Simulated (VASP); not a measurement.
CdF2: single point with revPBE+D4

CdF2:

```
Cd F
1.0
     0.00000    2.73755    2.73755
     2.73755    0.00000    2.73755
     2.73755    2.73755    0.00000
Cd F
1 2
Direct
  0.00000 0.00000 0.00000
  0.75000 0.75000 0.75000
  0.25000 0.25000 0.25000
```

```json
{"Program": "VASP 6.6.1", "Task": "single point", "Functional": "revPBE", "Dispersion": "D4", "Potentials or basis": "VASP PAW PBE potentials, release 64 (Cd, F)", "Cutoff": "520 eV", "k mesh": "7 × 7 × 7", "Occupations": "fermi-dirac, width 0.05 eV", "Spin": "non-collinear spin, zero start, spin-orbit coupling", "Starting moments": "[[0.0, 0.0, 0.0], [0.0, 0.0, 0.0], [0.0, 0.0, 0.0]] μB", "Dipole correction": "no", "Further INCAR settings": "ALGO = Normal; EDIFF = 1e-06; NBANDS = 39"}
```

```yaml
Pressure: 0.6 GPa
Net_moment: 0.00 μB per cell
Valence_electrons_inside_the_program's_atomic_spheres: Cd 10.08; F 6.09
Dispersion_energy_per_atom: -0.333 eV
```

Moments on the atoms (μB; x, y, z):
```
Cd  0.00 0.00 0.00
F   0.00 0.00 0.00
F   0.00 0.00 0.00
```

It took 40 s on 1 thread of Intel(R) Xeon(R) 6975P-C (Granite Rapids) (shared host), peak memory 0.29 GiB.

Caveat: the PAW data sets were made with another functional, which shifts forces and pressure a little.
